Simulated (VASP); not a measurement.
# Al15InN16 (a cell with a defect) in VASP: single point with PBE

Aim: the single point of Al15InN16 (a cell with a defect) with PBE.

Everything below comes from runs of VASP 6.6.1. Logs are shortened: lines on timing, memory, paths and dates and some standing lists are left out, and cuts for length are marked.

**1. The cell of the first run**

The cell holds a defect, 32 atoms: a = 6.260 Å, b = 6.260 Å, c = 10.035 Å, α = 90.00°, β = 90.00°, γ = 120.00°.

**2. Single point, PBE, collinear spin**

Input file INCAR:

```
SYSTEM = Al15InN16
PREC = Accurate
ENCUT = 520
EDIFF = 1E-6
ISMEAR = 0
SIGMA = 0.01
LREAL = Auto
LASPH = .TRUE.
NELM = 200
ALGO = Normal
ISIF = 2
LWAVE = .FALSE.
LCHARG = .FALSE.
ISPIN = 2
MAGMOM = 0 0 0 0 0 0 0 0 0 0 0 0 0 0 0 0.05 0.12 0 0 0.12 0.03 0 0.01 0.02 0.03 0.01 0.01 0.02 0.01 0 0 0.01
LORBIT = 11
NUPDOWN = 1.0
GGA = PE
NELECT = 139.0
NBANDS = 95
GGA_COMPAT = .FALSE.
ISYM = -1
```

Input file KPOINTS:

```
explicit points
1
Reciprocal
  0.25000000   0.25000000   0.25000000 1
```

Input file POSCAR:

```
Al15InN16
1.0
    6.2595139092      0.0000000618      0.0000000000
   -3.1297570081      5.4208980298      0.0000000000
    0.0000000000      0.0000000000     10.0348065900
Al In N
15 1 16
Direct
    0.3353406964      0.1641888626      0.2386517630
    0.3286126226      0.1712979644      0.7498907403
    0.1635567524      0.3362740876      0.9934784613
    0.3326803711      0.6691905355      0.2471716491
    0.1692748426      0.8377626880      0.4975655671
    0.3338049629      0.6770179584      0.7577720555
    0.1628520403      0.8347691999      0.9988343307
    0.8304627047      0.1670952637      0.2470831024
    0.6617231479      0.3301938473      0.4975310201
    0.8234023218      0.1663144069      0.7575565021
    0.6647744695      0.3369033850      0.9987360627
    0.8328918350      0.6667285612      0.2498347991
    0.6667721316      0.8329686879      0.5001485789
    0.8310762020      0.6687289179      0.7475066404
    0.6656116249      0.8340523618      1.0023812898
    0.1746487503      0.3242001176      0.5085267430
    0.3542189963      0.1451398384      0.4183755068
    0.1669564667      0.3327145422      0.1858524262
    0.3317180782      0.1677151411      0.9412324806
    0.1586354064      0.3422785421      0.7293566089
    0.3441364709      0.6896933218      0.4333890772
    0.1611099991      0.8274385384      0.1842676035
    0.3352595006      0.6777802237      0.9459124996
    0.1672451390      0.8353462165      0.6901326947
    0.8095177441      0.1554992147      0.4332337155
    0.6717595132      0.3385703460      0.1842192027
    0.8220672704      0.1644583358      0.9457009524
    0.6646201262      0.3322867161      0.6900185395
    0.8337327814      0.6654468712      0.4383324261
    0.6682861688      0.8313920398      0.1889879647
    0.8297387062      0.6698739056      0.9367772568
    0.6644111919      0.8357162101      0.6930941439
```

Potentials or basis: VASP PAW PBE potentials, release 64 (Al, In_d, N).

On the command line:

```sh
$ cat potpaw_PBE.64/Al/POTCAR potpaw_PBE.64/In_d/POTCAR potpaw_PBE.64/N/POTCAR > POTCAR
$ mpirun -np 1 vasp_std > vasp.out
```

OUTCAR:

```text
SYSTEM = Al15InN16
   PREC = Accurate
   ENCUT = 520
   EDIFF = 1E-6
   ISMEAR = 0
   LREAL = Auto
   LASPH = .TRUE.
   NELM = 200
   ISIF = 2
   ISPIN = 2
   LORBIT = 11
   NUPDOWN = 1.0
   GGA = PE
   NELECT = 139.0
   ISYM = -1

 ion  position               nearest neighbor table
   1  0.335  0.164  0.239-  17 1.82  18 1.90  26 1.90  22 1.91   7 3.00  11 3.00   3 3.09   8 3.09
                             4 3.09  12 3.13  12 3.13   9 3.14   5 3.14   8 3.17   4 3.17  16 3.22
   2  0.329  0.171  0.750-  20 1.86  24 1.92  28 1.92  19 1.92  16 2.94   3 3.03  11 3.09   7 3.09
                             9 3.11   6 3.11   5 3.11  10 3.11  14 3.13  14 3.13  10 3.15   6 3.15
   3  0.164  0.336  0.993-  19 1.90  23 1.91  27 1.91  18 1.93  10 3.00   6 3.00   2 3.03   1 3.09
                             8 3.12   4 3.12   7 3.12  11 3.12  15 3.13  15 3.13  11 3.14   7 3.14
   4  0.333  0.669  0.247-  21 1.87  22 1.90  30 1.91  18 1.93  15 3.05   7 3.08   5 3.09   1 3.09
                             8 3.12  13 3.12   3 3.12  12 3.12  12 3.14   8 3.14   1 3.17  16 3.22
   5  0.169  0.838  0.498-  17 1.86  21 1.87  29 1.91  24 1.93  16 3.03   9 3.08  12 3.08   4 3.09
                            14 3.11   2 3.11  13 3.13  13 3.13   1 3.14   6 3.15   9 3.18  16 3.23
   6  0.334  0.677  0.758-  20 1.84  24 1.89  23 1.89  32 1.91   3 3.00   7 3.00  15 3.04  10 3.06
                             2 3.11  14 3.12  14 3.14   2 3.15  16 3.15   5 3.15  13 3.15  10 3.20
   7  0.163  0.835  0.999-  22 1.86  23 1.86  19 1.90  31 1.91   1 3.00   6 3.00   4 3.08  12 3.09
                             2 3.09  14 3.10  15 3.11  11 3.12   3 3.12   3 3.14  11 3.14  15 3.15
   8  0.830  0.167  0.247-  25 1.87  26 1.90  30 1.91  18 1.92  15 3.05  11 3.09   9 3.09   1 3.09
                             4 3.12  13 3.12  12 3.12   3 3.12  12 3.14   4 3.14   1 3.17  16 3.22
   9  0.662  0.330  0.498-  17 1.86  25 1.87  29 1.91  28 1.93  16 3.03   5 3.08  12 3.08   8 3.09
                            14 3.11   2 3.11  13 3.13  13 3.13   1 3.14  10 3.15   5 3.18  16 3.23
  10  0.823  0.166  0.758-  20 1.84  28 1.89  27 1.89  32 1.91   3 3.00  11 3.01  15 3.05   6 3.06
                             2 3.11  14 3.12  14 3.14  16 3.14   2 3.15   9 3.15  13 3.15   6 3.20
  11  0.665  0.337  0.999-  26 1.86  27 1.87  19 1.90  31 1.91   1 3.00  10 3.01   8 3.09  12 3.09
                             2 3.09  14 3.10  15 3.11   7 3.12   3 3.12   3 3.14   7 3.14  15 3.15
  12  0.833  0.667  0.250-  30 1.89  29 1.89  26 1.90  22 1.90  15 3.08   5 3.08   9 3.08   7 3.09
                            11 3.09  13 3.09   8 3.12   4 3.12   1 3.13   1 3.13   4 3.14   8 3.14
  13  0.667  0.833  0.500-  21 1.88  25 1.88  29 1.92  32 1.94  14 3.06  12 3.09   4 3.12   8 3.12
                             9 3.13   5 3.13  16 3.13   5 3.13   9 3.13  16 3.13  10 3.15   6 3.15
  14  0.831  0.669  0.748-  32 1.89  31 1.90  24 1.91  28 1.91  13 3.06  11 3.10   7 3.10   5 3.11
                             9 3.11  10 3.12   6 3.12  15 3.12   2 3.13   2 3.13  10 3.14   6 3.14
  15  0.666  0.834  0.002-  30 1.87  23 1.88  27 1.88  31 1.90   6 3.04  10 3.05   8 3.05   4 3.05
                            12 3.08  11 3.11   7 3.11  14 3.12   3 3.13   3 3.13   7 3.15  11 3.15
  16  0.175  0.324  0.509-  25 2.12  21 2.12  17 2.14  20 2.22   2 2.94   5 3.03   9 3.03  13 3.13
                            13 3.13  10 3.14   6 3.15   1 3.22   8 3.22   4 3.22   9 3.23   5 3.23
  17  0.354  0.145  0.418-   1 1.82   5 1.86   9 1.86  16 2.14
  18  0.167  0.333  0.186-   1 1.90   8 1.92   4 1.93   3 1.93
  19  0.332  0.168  0.941-   7 1.90  11 1.90   3 1.90   2 1.92
  20  0.159  0.342  0.729-   6 1.84  10 1.84   2 1.86  16 2.22
  21  0.344  0.690  0.433-   5 1.87   4 1.87  13 1.88  16 2.12
  22  0.161  0.827  0.184-   7 1.86   4 1.90  12 1.90   1 1.91
[... 8 lines left out ...]
  31  0.830  0.670  0.937-  15 1.90  14 1.90  11 1.91   7 1.91
  32  0.664  0.836  0.693-  14 1.89  10 1.91   6 1.91  13 1.94

IMPORTANT INFORMATION: All symmetrisations will be switched off!
NOSYMM: (Re-)initialisation of all symmetry stuff for point group C_1.

----------------------------------------------------------------------------------------

                                     Primitive cell

  volume of cell :     340.5029

  direct lattice vectors                    reciprocal lattice vectors
     6.259513909  0.000000062  0.000000000     0.159756813  0.092235641  0.000000000
    -3.129757008  5.420898030  0.000000000    -0.000000002  0.184471279  0.000000000
     0.000000000  0.000000000 10.034806590     0.000000000  0.000000000  0.099653141

  length of vectors
     6.259513909  6.259513909 10.034806590     0.184471279  0.184471279  0.099653141

  position of ions in fractional coordinates (direct lattice)
     0.335340696  0.164188863  0.238651763
     0.328612623  0.171297964  0.749890740
     0.163556752  0.336274088  0.993478461
     0.332680371  0.669190536  0.247171649
     0.169274843  0.837762688  0.497565567
     0.333804963  0.677017958  0.757772055
[... 24 lines left out ...]
     0.829738706  0.669873906  0.936777257
     0.664411192  0.835716210  0.693094144

  ion indices of the primitive-cell ions
   primitive index   ion index
                 1           1
                 2           2
                 3           3
                 4           4
                 5           5
                 6           6
[... 24 lines left out ...]
                31          31
                32          32

----------------------------------------------------------------------------------------

 KPOINTS: explicit points

Read explicit list of k-points.

 Found      1 k-points:

 Following reciprocal coordinates:
            Coordinates               Weight
  0.250000  0.250000  0.250000      1.000000
   k-points           NKPTS =      1   k-points in BZ     NKDIM =      1   number of bands    NBANDS=     95
   number of dos      NEDOS =    301   number of ions     NIONS =     32
   total plane-waves  NPLWV = 184320
   dimension x,y,z NGX =    48 NGY =   48 NGZ =   80
   dimension x,y,z NGXF=    96 NGYF=   96 NGZF=  160
   ions per type =              15   1  16
   NGX,Y,Z   is equivalent  to a cutoff of  12.75, 12.75, 13.25 a.u.
   NGXF,Y,Z  is equivalent  to a cutoff of  25.50, 25.50, 26.51 a.u.
 SYSTEM =  Al15InN16
   PREC   = accura    normal or accurate (medium, high low for compatibility)
   ISTART =      0    job   : 0-new  1-cont  2-samecut
   ICHARG =      2    charge: 1-file 2-atom 10-const
   ISPIN  =      2    spin polarized calculation?
   LNONCOLLINEAR =      F non collinear calculations
   LSORBIT =      F    spin-orbit coupling
   LASPH  =      T    aspherical Exc in radial PAW
   ENCUT  =  520.0 eV  38.22 Ry    6.18 a.u.  11.64 11.64 18.66*2*pi/ulx,y,z
   NELM   =    200;   NELMIN=  2; NELMDL= -5     # of ELM steps
   EDIFF  = 0.1E-05   stopping-criterion for ELM
   LREAL  =      T    real-space projection
   EDIFFG = 0.1E-04   stopping-criterion for IOM
   NSW    =      0    number of steps for IOM
   IBRION =     -1    ionic relax: 0-MD 1-quasi-New 2-CG
   NFREE  =      0    steps in history (QN), initial steepest desc. (CG)
   ISIF   =      2    stress and relaxation
   ISYM   =     -1    0-nonsym 1-usesym 2-fastsym
   POTIM  = 0.5000    time-step for ionic-motion
   TEBEG  =    0.0;   TEEND  =   0.0 temperature during run
   PSTRESS=    0.0 pullay stress
   NELECT =     139.0000    total number of electrons
   NUPDOWN=       1.0000    fix difference up-down
   EMIN   =  10.00;   EMAX   =-10.00  energy-range for DOS
   EFERMI =   0.00;   METHOD = LEGACY
   ISMEAR =     0;   SIGMA  =   0.01  broadening in eV -4-tet -1-fermi 0-gaus
   EFERMI_NEDOS =   21; number of points for ismear=-14 and -15
   IALGO  =     38    algorithm
   IMIX   =      4    mixing-type and parameters
     AMIX     =   0.40;   BMIX     =  1.00
     AMIX_MAG =   1.60;   BMIX_MAG =  1.00
  volume/ion in A,a.u.               =      10.64        71.81
  Fermi-wavevector in a.u.,A,eV,Ry     =   1.214431  2.294942 20.066450  1.474842
  Thomas-Fermi vector in A             =   2.349851
   LORBIT       =     11    0 simple, 1 ext, 2 COOP (PROOUT), +10 PAW based schemes
   GGA     = PE    functional components
   LHFCALC =     F    Hartree Fock is set to
   AEXX    =    0.0000 exact exchange contribution
   IVDW    =     0    specifies the selected vdW correction
   LEPSILON=     F    determine dielectric tensor
   LRPA    =     F    only Hartree local field effects (RPA)
 spin polarized calculation
 Gauss-broadening in eV      SIGMA  =   0.01
  energy-cutoff  :      520.00
  volume of cell :      340.50
 maximum number of plane-waves:      9148
 NGX is ok and might be reduce to    48
   NGX = 23   NGY = 23   NGZ = 37

 number of electron     138.9999992 magnetization       0.9999464

 Free energy of the ion-electron system (eV)
  ---------------------------------------------------
  ext. energy  EPLUGINS =         0.00000000
  ---------------------------------------------------
  free energy    TOTEN  =      -225.17010853 eV

  energy without entropy =     -225.17010853  energy(sigma->0) =     -225.17010853

 E-fermi :   6.3400     XC(G=0): -11.0184

 val. band max:       10.5515730439   @ k =   0.2500   0.2500   0.2500
 cond. band min:      11.1405752058   @ k =   0.2500   0.2500   0.2500
 fundamental gap:      0.5890021619
 Fermi energy:        10.6061456259

 spin component 1

 k-point     1 :       0.2500    0.2500    0.2500
  band No.  band energies     occupation
      1      -8.4373      1.00000
      2      -8.0199      1.00000
      3      -7.8327      1.00000
      4      -7.7854      1.00000
      5      -7.5404      1.00000
      6      -7.4041      1.00000
[... 73 lines left out ...]
     80      13.0700      0.00000
     81      13.3039      0.00000
 Fermi energy:         6.3400148139

 spin component 2

 k-point     1 :       0.2500    0.2500    0.2500
  band No.  band energies     occupation
      1      -8.4123      1.00000
      2      -7.9777      1.00000
      3      -7.8118      1.00000
      4      -7.7493      1.00000
      5      -7.5054      1.00000
      6      -7.3598      1.00000
[... 73 lines left out ...]
     80      13.1170      0.00000
     81      13.3544      0.00000
 [bands above 81 left out]

------------------------ aborting loop because EDIFF is reached ----------------------------------------

  FORCE on cell =-STRESS in cart. coord.  units (eV):
  Direction    XX          YY          ZZ          XY          YZ          ZX
  --------------------------------------------------------------------------------------
  -------------------------------------------------------------------------------------
  Total       24.2545415     13.9131290     33.5897789     -8.9473994      1.1310952     -1.5855946
  in kB      114.1255268     65.4658091    158.0508629    -42.1004320      5.3221715     -7.4607398
  external PRESSURE =     112.5473996 kB  Pullay stress =       0.0000000 kB

 VOLUME and BASIS-vectors are now :
 -----------------------------------------------------------------------------
  energy-cutoff  :      520.00
  volume of cell :      340.50
      direct lattice vectors                 reciprocal lattice vectors
     6.259513909  0.000000062  0.000000000     0.159756813  0.092235641  0.000000000
    -3.129757008  5.420898030  0.000000000    -0.000000002  0.184471279  0.000000000
     0.000000000  0.000000000 10.034806590     0.000000000  0.000000000  0.099653141

 POSITION                                       TOTAL-FORCE (eV/Angst)
 -----------------------------------------------------------------------------------
      1.58520      0.89005      2.39482         0.000837     -0.000488     -0.001181
      1.52083      0.92859      7.52501         0.004333      0.001018      0.011783
     -0.02867      1.82291      9.96936        -0.006499      0.005513     -0.024187
     -0.01199      3.62761      2.48032         0.002580     -0.005155     -0.006856
     -1.56242      4.54143      4.99297         0.006819     -0.007517     -0.003759
     -0.02944      3.67005      7.60410         0.000983      0.003193     -0.011577
[... 24 lines left out ...]
      3.09722      3.63132      9.40038        -0.001301      0.000731      0.000703
      1.54330      4.53033      6.95507         0.000611      0.002173     -0.000451
 -----------------------------------------------------------------------------------
    total drift:                               -0.001799      0.011100     -0.002476

  FREE ENERGIE OF THE ION-ELECTRON SYSTEM (eV)
  ---------------------------------------------------
  free  energy   TOTEN  =      -225.1701085305 eV

  energy  without entropy=     -225.1701085305  energy(sigma->0) =     -225.17010853

 total charge

# of ion       s       p       d       tot
------------------------------------------
    1        0.382   0.453   0.000   0.835
    2        0.374   0.437   0.000   0.812
    3        0.372   0.425   0.000   0.797
    4        0.376   0.435   0.000   0.811
    5        0.379   0.442   0.000   0.820
    6        0.383   0.456   0.000   0.839
[... 24 lines left out ...]
   31        1.231   2.621   0.000   3.852
   32        1.229   2.613   0.000   3.842
--------------------------------------------------
tot         26.290  49.444  10.008  85.743

 magnetization (x)

# of ion       s       p       d       tot
------------------------------------------
    1        0.002   0.004   0.000   0.006
    2        0.000   0.003   0.000   0.003
    3        0.000   0.002   0.000   0.002
    4        0.000   0.001   0.000   0.002
    5       -0.001   0.001   0.000   0.000
    6        0.002   0.005   0.000   0.006
[... 24 lines left out ...]
   31        0.000  -0.000   0.000  -0.000
   32        0.000   0.004   0.000   0.004
--------------------------------------------------
tot          0.157   0.330   0.009   0.496
```

Run time: 2.1 min. Hardware: 1 thread of Intel Xeon 6975P-C (Granite Rapids), shared host; peak memory 0.57 GiB.

What came out:

```yaml
Free_energy: -225.1701 eV
Largest_force: 0.026 eV/Å
Net_moment: 1.00 μB per cell
Site_moments: Al +0.01, +0.00, -0.00 (each value once); In +0.14; N +0.11, -0.00, +0.00, +0.02, +0.01, +0.03 (each value once) μB
Valence_electrons_inside_the_program's_atomic_spheres: Al 0.83, 0.81, 0.80, 0.82, 0.84 (each value once); In 11.72; N 3.88, 3.83, 3.86, 3.87, 3.85, 3.84 (each value once)
```

Forces in eV/Å, atoms in the order of the input:
```
Al   0.001  0.000 -0.001
Al   0.004  0.001  0.012
Al  -0.006  0.006 -0.024
Al   0.003 -0.005 -0.007
Al   0.007 -0.008 -0.004
Al   0.001  0.003 -0.012
Al   0.004  0.002  0.004
Al   0.007 -0.001 -0.006
Al   0.005  0.001 -0.004
Al  -0.008 -0.003 -0.005
Al   0.002 -0.007  0.004
Al  -0.007  0.004  0.006
Al  -0.001  0.001  0.002
Al  -0.003  0.000  0.000
Al  -0.005  0.001  0.000
In   0.016  0.003  0.003
N    0.005 -0.007  0.012
N    0.002 -0.001  0.017
N    0.000 -0.002 -0.004
N    0.001  0.001  0.025
N   -0.004  0.025 -0.004
N    0.000  0.002  0.000
N   -0.001 -0.004  0.006
N    0.002  0.000 -0.007
N   -0.022 -0.013 -0.004
N   -0.004 -0.002 -0.004
N   -0.002  0.005 -0.001
N    0.000 -0.003 -0.008
N    0.001  0.000  0.004
N    0.003  0.000  0.000
N   -0.001  0.001  0.001
N    0.001  0.002  0.000
```

Caveat: the cell carries a net charge on a neutralising background, which shifts energy and pressure; the cell is charged against a uniform background, so pressure and absolute levels hang on convention; spin-orbit coupling is left out, which moves the levels of the heavy elements; the total moment is fixed, so each spin has its own Fermi level and the state may be an excited one.
